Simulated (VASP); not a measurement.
# Ni (Fm-3m) in VASP: settings compared, part 2 of 2

VASP 6.6.1.

## (5) Single point, PBE, collinear spin, ferromagnetic start

INCAR

```
PREC = Accurate
ENCUT = 590
EDIFF = 1E-6
ISMEAR = 1
SIGMA = 0.1
LREAL = F
LASPH = T
NELM = 200
ALGO = Normal
ISIF = 2
LWAVE = F
LCHARG = F
ISPIN = 2
MAGMOM = 1
LORBIT = 11
LMAXMIX = 4
GGA = PE
NBANDS = 19
GGA_COMPAT = F
```

KPOINTS

```
regular mesh
0
Gamma
  11 11 11
```

POSCAR

```
Ni
1.0
    0.0000000000      1.7375729330      1.7375729330
    1.7375729330      0.0000000000      1.7375729330
    1.7375729330      1.7375729330      0.0000000000
Ni
1
Direct
    0.0000000000      0.0000000000      0.0000000000
```

Potentials or basis: VASP PAW PBE potentials, release 64 (Ni_sv_GW).

On the command line:

```
cat potpaw_PBE.64/Ni_sv_GW/POTCAR > POTCAR
mpirun -np 1 vasp_std > vasp.out
```

OUTCAR:

```text
PREC = Accurate
   ENCUT = 590
   EDIFF = 1E-6
   ISMEAR = 1
   LREAL = F
   LASPH = T
   NELM = 200
   ISIF = 2
   ISPIN = 2
   LORBIT = 11
   GGA = PE

 ion  position               nearest neighbor table
   1  0.000  0.000  0.000-

  LATTYP: Found a face centered cubic cell.
 ALAT       =     3.4751458660

  Lattice vectors:

 A1 = (   0.0000000000,   1.7375729330,   1.7375729330)
 A2 = (   1.7375729330,   0.0000000000,   1.7375729330)
 A3 = (   1.7375729330,   1.7375729330,   0.0000000000)

Analysis of symmetry for initial positions (statically):
=====================================================================
 Subroutine PRICEL returns:
 Original cell was already a primitive cell.

 Routine SETGRP: Setting up the symmetry group for a
 face centered cubic supercell.

 Subroutine GETGRP returns: Found 48 space group operations
 (whereof 48 operations were pure point group operations)
 out of a pool of 48 trial point group operations.

The static configuration has the point symmetry O_h .

Analysis of symmetry for dynamics (positions and initial velocities):
=====================================================================
 Subroutine PRICEL returns:
 Original cell was already a primitive cell.

 Routine SETGRP: Setting up the symmetry group for a
 face centered cubic supercell.

 Subroutine GETGRP returns: Found 48 space group operations
 (whereof 48 operations were pure point group operations)
 out of a pool of 48 trial point group operations.

The dynamic configuration has the point symmetry O_h .

Analysis of structural, dynamic, and magnetic symmetry:
=====================================================================
 Subroutine PRICEL returns:
 Original cell was already a primitive cell.

 Routine SETGRP: Setting up the symmetry group for a
 face centered cubic supercell.

 Subroutine GETGRP returns: Found 48 space group operations
 (whereof 48 operations were pure point group operations)
 out of a pool of 48 trial point group operations.

The overall configuration has the point symmetry O_h .

 Subroutine INISYM returns: Found 48 space group operations
[... 124 lines left out ...]
   LEPSILON=     F    determine dielectric tensor
   LRPA    =     F    only Hartree local field effects (RPA)
 spin polarized calculation
 Methfessel and Paxton  Order N= 1 SIGMA  =   0.10
  energy-cutoff  :      590.00
  volume of cell :       10.49
 maximum number of plane-waves:       350
   NGX =  9   NGY =  9   NGZ =  9

 number of electron      18.0000011 magnetization       0.5730252

 Free energy of the ion-electron system (eV)
  ---------------------------------------------------
  ext. energy  EPLUGINS =         0.00000000
  ---------------------------------------------------
  free energy    TOTEN  =        -6.40991628 eV

  energy without entropy =       -6.41071092  energy(sigma->0) =       -6.41018116

 E-fermi :   8.3383     XC(G=0): -14.1106

 val. band max:        8.2967078868   @ k =   0.3636   0.1818   0.0000
 cond. band min:       8.3499939907   @ k =   0.3636   0.2727   0.0000
 fundamental gap:      0.0532861040
 Fermi energy:         8.3383309052

 spin component 1

 k-point     1 :       0.0000    0.0000    0.0000
  band No.  band energies     occupation
      1     -95.3714      1.00000
      2     -55.6180      1.00000
      3     -55.6180      1.00000
      4     -55.6180      1.00000
      5      -1.0484      1.00000
      6       5.8083      1.00000
[... 517 lines left out ...]
     18      47.1596      0.00000
     19      50.3976      0.00000

 [... further k-points ...]

 spin component 2

 k-point     1 :       0.0000    0.0000    0.0000
  band No.  band energies     occupation
      1     -94.5959      1.00000
      2     -54.8601      1.00000
      3     -54.8601      1.00000
      4     -54.8601      1.00000
      5      -1.0963      1.00000
      6       6.5129      1.00000
[... 517 lines left out ...]
     18      47.2715      0.00000
     19      50.3495      0.00000

 [... further k-points ...]
[... 5 lines left out ...]
  --------------------------------------------------------------------------------------
  -------------------------------------------------------------------------------------
  Total        0.2196709      0.2196709      0.2196709     -0.0000000      0.0000000      0.0000000
  in kB       33.5447014     33.5447014     33.5447014     -0.0000000      0.0000000      0.0000000
  external PRESSURE =      33.5447014 kB  Pullay stress =       0.0000000 kB

 VOLUME and BASIS-vectors are now :
 -----------------------------------------------------------------------------
  energy-cutoff  :      590.00
  volume of cell :       10.49
      direct lattice vectors                 reciprocal lattice vectors
     0.000000000  1.737572933  1.737572933    -0.287757705  0.287757705  0.287757705
     1.737572933  0.000000000  1.737572933     0.287757705 -0.287757705  0.287757705
     1.737572933  1.737572933  0.000000000     0.287757705  0.287757705 -0.287757705

 POSITION                                       TOTAL-FORCE (eV/Angst)
 -----------------------------------------------------------------------------------
      0.00000      0.00000      0.00000         0.000000     -0.000000      0.000000
 -----------------------------------------------------------------------------------
    total drift:                               -0.000000     -0.000000     -0.000000

  FREE ENERGIE OF THE ION-ELECTRON SYSTEM (eV)
  ---------------------------------------------------
  free  energy   TOTEN  =        -6.4099162822 eV

  energy  without entropy=       -6.4107109222  energy(sigma->0) =       -6.41018116

 total charge

# of ion       s       p       d       f       tot
--------------------------------------------------
    1        2.248   6.323   7.817   0.006  16.394

 magnetization (x)

# of ion       s       p       d       f       tot
--------------------------------------------------
    1       -0.002  -0.017   0.633  -0.000   0.614
```

OSZICAR:

```text
N       E                     dE             d eps       ncg     rms          rms(c)
DAV:   1     0.167601445916E+03    0.16760E+03   -0.91344E+03  6147   0.346E+03
DAV:   2    -0.249200533390E+01   -0.17009E+03   -0.15989E+03  6618   0.785E+02
DAV:   3    -0.883847318360E+01   -0.63465E+01   -0.62754E+01  6743   0.197E+02
DAV:   4    -0.891109722364E+01   -0.72624E-01   -0.72601E-01  6716   0.118E+01
DAV:   5    -0.891214512039E+01   -0.10479E-02   -0.10478E-02  6304   0.106E+00    0.142E+01
DAV:   6    -0.768701745038E+01    0.12251E+01   -0.94687E+00  4886   0.284E+02    0.942E+00
DAV:   7    -0.647473998214E+01    0.12123E+01   -0.34281E+00  4926   0.143E+02    0.246E+00
DAV:   8    -0.640956237650E+01    0.65178E-01   -0.53463E-02  7645   0.125E+01    0.287E-01
DAV:   9    -0.640965718163E+01   -0.94805E-04   -0.23843E-03  6704   0.254E+00    0.137E-01
DAV:  10    -0.640988085543E+01   -0.22367E-03   -0.63138E-05  6732   0.324E-01    0.578E-02
DAV:  11    -0.640991140846E+01   -0.30553E-04   -0.20445E-05  6426   0.111E-01    0.173E-02
DAV:  12    -0.640991624369E+01   -0.48352E-05   -0.66183E-06  6541   0.122E-01    0.379E-03
DAV:  13    -0.640991628222E+01   -0.38531E-07   -0.16534E-07  3099   0.218E-02
   1 F= -.64099163E+01 E0= -.64101812E+01  d E =0.794640E-03  mag=     0.5730
```

stdout:

```text
POSCAR found type information on POSCAR Ni
 POSCAR found :  1 types and       1 ions
 scaLAPACK will be used
 LDA part: xc-table for (Slater+PW92), standard interpolation
 POSCAR, INCAR and KPOINTS ok, starting setup
 FFT: planning ... GRIDC
 FFT: planning ... GRID_SOFT
 FFT: planning ... GRID
 WAVECAR not read
 entering main loop
```

It took 26 s on 1 thread of AMD EPYC 9R14 (Zen 4), shared host; peak memory 0.12 GiB.

Results:

- Free energy: -6.4099 eV
- Pressure: 3.4 GPa
- Net moment: 0.57 μB per cell
- Site moments: Ni +0.61 μB
- Valence electrons inside the program's atomic spheres: Ni 16.39

## (6) Single point, PBEsol, collinear spin, ferromagnetic start

INCAR

```
SYSTEM = Ni
  ALGO = Normal
  EDIFF = 1E-6
  ENCUT = 590
  GGA = PS
  GGA_COMPAT = .FALSE.
  ISIF = 2
  ISMEAR = -1
  ISPIN = 2
  LASPH = .TRUE.
  LCHARG = .TRUE.
  LELF = .TRUE.
  LMAXMIX = 4
  LORBIT = 11
  LREAL = .FALSE.
  LVHAR = .TRUE.
  LWAVE = .FALSE.
  MAGMOM = 1
  NBANDS = 19
  NELM = 200
  NUPDOWN = 1.0
  PREC = Accurate
  SIGMA = 0.05
```

KPOINTS

```
k-points
0
G
  11 11 11
  0 0 0
```

POSCAR is that of step 5.

Potentials or basis: VASP PAW PBE potentials, release 64 (Ni_sv_GW).

On the command line:

```
cat potpaw_PBE.64/Ni_sv_GW/POTCAR > POTCAR
mpirun -np 1 vasp_std > vasp.out
```

OUTCAR:

```text
SYSTEM = Ni
   EDIFF = 1E-6
   ENCUT = 590
   GGA = PS
   ISIF = 2
   ISMEAR = -1
   ISPIN = 2
   LASPH = .TRUE.
   LORBIT = 11
   LREAL = .FALSE.
   NELM = 200
   NUPDOWN = 1.0
   PREC = Accurate

 ion  position               nearest neighbor table
   1  0.000  0.000  0.000-

  LATTYP: Found a face centered cubic cell.
 ALAT       =     3.4751458660

  Lattice vectors:

 A1 = (   0.0000000000,   1.7375729330,   1.7375729330)
 A2 = (   1.7375729330,   0.0000000000,   1.7375729330)
 A3 = (   1.7375729330,   1.7375729330,   0.0000000000)

Analysis of symmetry for initial positions (statically):
=====================================================================
 Subroutine PRICEL returns:
 Original cell was already a primitive cell.

 Routine SETGRP: Setting up the symmetry group for a
 face centered cubic supercell.

 Subroutine GETGRP returns: Found 48 space group operations
 (whereof 48 operations were pure point group operations)
 out of a pool of 48 trial point group operations.

The static configuration has the point symmetry O_h .

Analysis of symmetry for dynamics (positions and initial velocities):
[... 706 lines left out ...]

 [... further k-points ...]

 spin component 2

 k-point     1 :       0.0000    0.0000    0.0000
  band No.  band energies     occupation
      1     -94.4165      1.00000
      2     -54.8206      1.00000
      3     -54.8206      1.00000
      4     -54.8206      1.00000
      5      -1.2440      1.00000
      6       6.3696      1.00000
[... 517 lines left out ...]
     18      47.1015      0.00000
     19      50.1853      0.00000

 [... further k-points ...]

------------------------ aborting loop because EDIFF is reached ----------------------------------------

  FORCE on cell =-STRESS in cart. coord.  units (eV):
  Direction    XX          YY          ZZ          XY          YZ          ZX
  --------------------------------------------------------------------------------------
  -------------------------------------------------------------------------------------
  Total       -0.1837970     -0.1837970     -0.1837970      0.0000000      0.0000000     -0.0000000
  in kB      -28.0666090    -28.0666090    -28.0666090      0.0000000      0.0000000     -0.0000000
  external PRESSURE =     -28.0666090 kB  Pullay stress =       0.0000000 kB

 VOLUME and BASIS-vectors are now :
 -----------------------------------------------------------------------------
  energy-cutoff  :      590.00
  volume of cell :       10.49
      direct lattice vectors                 reciprocal lattice vectors
     0.000000000  1.737572933  1.737572933    -0.287757705  0.287757705  0.287757705
     1.737572933  0.000000000  1.737572933     0.287757705 -0.287757705  0.287757705
     1.737572933  1.737572933  0.000000000     0.287757705  0.287757705 -0.287757705

 POSITION                                       TOTAL-FORCE (eV/Angst)
 -----------------------------------------------------------------------------------
      0.00000      0.00000      0.00000         0.000000      0.000000      0.000000
 -----------------------------------------------------------------------------------
    total drift:                                0.000000      0.000000      0.000000

  FREE ENERGIE OF THE ION-ELECTRON SYSTEM (eV)
  ---------------------------------------------------
  free  energy   TOTEN  =        -6.9826075575 eV

  energy  without entropy=       -6.9702642929  energy(sigma->0) =       -6.97643593

 total charge

# of ion       s       p       d       f       tot
--------------------------------------------------
    1        2.258   6.346   7.768   0.006  16.378

 magnetization (x)

# of ion       s       p       d       f       tot
--------------------------------------------------
    1        0.008   0.006   0.997  -0.000   1.010
```

OSZICAR:

```text
N       E                     dE             d eps       ncg     rms          rms(c)
DAV:   1     0.166018145120E+03    0.16602E+03   -0.91324E+03  6135   0.344E+03
DAV:   2    -0.359178369755E+01   -0.16961E+03   -0.15945E+03  6598   0.779E+02
DAV:   3    -0.988029379948E+01   -0.62885E+01   -0.62186E+01  6734   0.198E+02
DAV:   4    -0.995256106232E+01   -0.72267E-01   -0.72241E-01  6745   0.121E+01
DAV:   5    -0.995366987426E+01   -0.11088E-02   -0.11087E-02  6333   0.108E+00    0.151E+01
DAV:   6    -0.827960361774E+01    0.16741E+01   -0.10899E+01  4883   0.305E+02    0.891E+00
DAV:   7    -0.704367823991E+01    0.12359E+01   -0.32969E+00  4918   0.147E+02    0.238E+00
DAV:   8    -0.698006330058E+01    0.63615E-01   -0.63353E-02  7175   0.955E+00    0.618E-01
DAV:   9    -0.698234989290E+01   -0.22866E-02   -0.15575E-03  6838   0.959E-01    0.169E-01
DAV:  10    -0.698257998716E+01   -0.23009E-03   -0.16175E-04  6841   0.868E-01    0.773E-02
DAV:  11    -0.698259963799E+01   -0.19651E-04   -0.13121E-05  7026   0.216E-01    0.383E-02
DAV:  12    -0.698260640655E+01   -0.67686E-05   -0.72646E-06  6241   0.197E-01    0.850E-03
DAV:  13    -0.698260751645E+01   -0.11099E-05   -0.13313E-06  3522   0.494E-02    0.141E-03
DAV:  14    -0.698260755746E+01   -0.41013E-07   -0.10278E-07  2905   0.965E-03
   1 F= -.69826076E+01 E0= -.69764359E+01  d E =-.123433E-01  mag=     1.0000
```

Run time: 17 s. Hardware: 1 thread of Intel Xeon 6975P-C (Granite Rapids), shared host; peak memory 0.15 GiB.

What came out:

```yaml
Free_energy: -6.9826 eV
Pressure: -2.8 GPa
Net_moment: 1.00 μB per cell
Site_moments: Ni +1.01 μB
Valence_electrons_inside_the_program's_atomic_spheres: Ni 16.38
```

Caveat: the PAW data sets were made with another functional, which shifts forces and pressure a little; the total moment is fixed, so each spin has its own Fermi level.

## (7) Summary

```csv
level,fixed moment (μB),smearing,pressure (GPa),moment (μB)
PBEsol,0.8,fermi-dirac 0.05 eV,-4.8,0.80
PBEsol,0.5,fermi-dirac 0.05 eV,-6.9,0.50
PBEsol,1.5,fermi-dirac 0.05 eV,6.5,1.50
PBE,-,methfessel-paxton 0.1 eV,3.4,0.57
PBEsol,1.0,fermi-dirac 0.05 eV,-2.8,1.00
```

Alike in all rows: task single point; potentials or basis VASP PAW PBE potentials, release 64 (Ni_sv_GW); spin collinear, ferromagnetic start; cell as given; k mesh 11 × 11 × 11; cutoff (eV) 590.

The pressure there spans -6.9 GPa (PBEsol) to 6.5 GPa (PBEsol); a positive pressure means that this level wants a larger cell, a negative one a smaller.

Caveats: the PAW data sets were made with another functional, which shifts forces and pressure a little (some runs); the total moment is fixed, so each spin has its own Fermi level (some runs).

Total energies depend on the potentials used, so only differences within one code and one set of settings carry meaning.
